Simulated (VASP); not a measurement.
Input of a VASP 6.6.1 run:

INCAR

```
PREC = Accurate ; ENCUT = 520
EDIFF = 1E-6 ; ISMEAR = -1
SIGMA = 0.01 ; LREAL = Auto
LASPH = T ; NELM = 100
ALGO = Normal ; ISIF = 2
LWAVE = F ; LCHARG = F
GGA = PE ; NBANDS = 129
NELECT = 200.0
```

File KPOINTS:

```
regular mesh
0
Gamma
  3 2 2
```

File POSCAR:

```
CaSi47
1.0
    7.3320000000      0.0000000000      0.0000000000
   -4.8880000000      8.4662643472      0.0000000000
    0.0000000000      0.0000000000      8.3040000000
Ca Si
1 47
Direct
    0.1111111111      0.1666666667      0.1250000000
    0.1111111111      0.1666666667      0.6250000000
    0.1111111111      0.4166666667      0.1250000000
    0.1111111111      0.4166666667      0.6250000000
    0.1111111111      0.6666666667      0.1250000000
    0.1111111111      0.6666666667      0.6250000000
    0.1111111111      0.9166666667      0.1250000000
    0.1111111111      0.9166666667      0.6250000000
    0.4444444444      0.1666666667      0.1250000000
    0.4444444444      0.1666666667      0.6250000000
    0.4444444444      0.4166666667      0.1250000000
    0.4444444444      0.4166666667      0.6250000000
    0.4444444444      0.6666666667      0.1250000000
    0.4444444444      0.6666666667      0.6250000000
    0.4444444444      0.9166666667      0.1250000000
    0.4444444444      0.9166666667      0.6250000000
    0.7777777778      0.1666666667      0.1250000000
    0.7777777778      0.1666666667      0.6250000000
    0.7777777778      0.4166666667      0.1250000000
    0.7777777778      0.4166666667      0.6250000000
    0.7777777778      0.6666666667      0.1250000000
    0.7777777778      0.6666666667      0.6250000000
    0.7777777778      0.9166666667      0.1250000000
    0.7777777778      0.9166666667      0.6250000000
    0.2222222222      0.0833333333      0.3750000000
    0.2222222222      0.0833333333      0.8750000000
    0.2222222222      0.3333333333      0.3750000000
    0.2222222222      0.3333333333      0.8750000000
    0.2222222222      0.5833333333      0.3750000000
    0.2222222222      0.5833333333      0.8750000000
    0.2222222222      0.8333333333      0.3750000000
    0.2222222222      0.8333333333      0.8750000000
    0.5555555556      0.0833333333      0.3750000000
    0.5555555556      0.0833333333      0.8750000000
    0.5555555556      0.3333333333      0.3750000000
    0.5555555556      0.3333333333      0.8750000000
    0.5555555556      0.5833333333      0.3750000000
    0.5555555556      0.5833333333      0.8750000000
    0.5555555556      0.8333333333      0.3750000000
    0.5555555556      0.8333333333      0.8750000000
    0.8888888889      0.0833333333      0.3750000000
    0.8888888889      0.0833333333      0.8750000000
    0.8888888889      0.3333333333      0.3750000000
    0.8888888889      0.3333333333      0.8750000000
    0.8888888889      0.5833333333      0.3750000000
    0.8888888889      0.5833333333      0.8750000000
    0.8888888889      0.8333333333      0.3750000000
    0.8888888889      0.8333333333      0.8750000000
```

Potentials or basis: VASP PAW PBE potentials, release 64 (Ca_sv, Si).

The run is started by

```console
$ cat potpaw_PBE.64/Ca_sv/POTCAR potpaw_PBE.64/Si/POTCAR > POTCAR
$ mpirun -np 1 vasp_std > vasp.out
```

Task: What does it give for the largest force?

Result: 1.404 eV/Å.

Forces on the atoms (eV/Å):
```
Ca   0.207  0.047  0.000
Si   0.005  0.053  0.000
Si  -0.734  1.197  0.000
Si  -0.186 -0.026  0.000
Si  -0.058 -0.015  0.000
Si  -0.166 -0.059  0.000
Si   0.613 -1.219  0.000
Si   0.063  0.041  0.000
Si   1.082 -0.091  0.000
Si  -0.029  0.073  0.000
Si   0.453  1.123  0.000
Si   0.130 -0.039  0.000
Si  -0.098 -0.210  0.000
Si   0.105  0.023  0.000
Si  -0.167  0.131  0.000
Si  -0.017  0.120  0.000
Si  -1.237  0.088  0.000
Si  -0.115  0.159  0.000
Si   0.122 -0.067  0.000
Si   0.002 -0.083  0.000
Si   0.101  0.261  0.000
Si  -0.040  0.112  0.000
Si  -0.603 -1.123  0.000
Si  -0.047  0.075  0.000
Si   0.659 -0.347  0.814
Si   0.659 -0.347 -0.814
Si   0.092  0.681  0.824
Si   0.092  0.681 -0.824
Si  -0.032 -0.139 -0.003
Si  -0.032 -0.139  0.003
Si  -0.068  0.050 -0.023
Si  -0.068  0.050  0.023
Si  -0.001  0.073 -0.001
Si  -0.001  0.073  0.001
Si   0.035 -0.007  0.082
Si   0.035 -0.007 -0.082
Si  -0.006 -0.114  0.045
Si  -0.006 -0.114 -0.045
Si   0.080  0.025 -0.068
Si   0.080  0.025  0.068
Si  -0.570 -0.416  0.945
Si  -0.570 -0.416 -0.945
Si  -0.034  0.097  0.019
Si  -0.034  0.097 -0.019
Si   0.088 -0.050  0.110
Si   0.088 -0.050 -0.110
Si   0.066 -0.141  0.051
Si   0.066 -0.141 -0.051
```

Caveat: the k points lie up to 0.38 Å⁻¹ apart, too coarse for converged energies and pressures of a metal; the cell carries a net charge on a neutralising background, which shifts energy and pressure.
